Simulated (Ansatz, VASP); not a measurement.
**Two plane-wave programs on AlNi**

```
CELL_PARAMETERS angstrom
2.65052 0.00000 0.00000
0.00000 2.65052 0.00000
0.00000 0.00000 2.88100
ATOMIC_POSITIONS crystal
Al 0.00000 0.00000 0.00000
Ni 0.50000 0.50000 0.50000
```

Change from the starting cell: strain -0.080 along x and y, +0.000 along z, atoms carried along.

Alike in both runs: task single point; functional PBEsol; k mesh 16 × 16 × 16; occupations gaussian, width 0.15 eV; no spin polarisation.

|  | VASP | Ansatz |
| --- | --- | --- |
| version | VASP 6.6.1 | Ansatz 0.2.0 |
| potentials or method | VASP PAW PBE potentials, release 64 (Al, Ni), cutoff 520 eV | scalar-relativistic, plane waves, PAW |
| valence electrons in the cell | 13 | 21 |

Ansatz gave:

| Quantity | Value |
| --- | --- |
| gap on the k mesh at the Fermi level (eV) | none |
| pressure (GPa) | 35.4 |
| traceless stress, the component that is largest in VASP (GPa) | -5.02 |

Task: Which values does VASP return?

Result: gap on the k mesh at the Fermi level (eV): none; pressure (GPa): 35.6; traceless stress, the component that is largest in VASP (GPa): -5.15.

VASP's potentials were made for PBE, not for PBEsol. A gap of «none» marks a metal or a gap that the smearing closes. Both programs put the cell under a high pressure, so it lies far from rest at this level. With one functional, cell and mesh, what is left measures potentials, basis and numerics. VASP's potentials hold 13 valence electrons a cell and Ansatz's 21, so a difference there can come from the potentials and not from the codes.
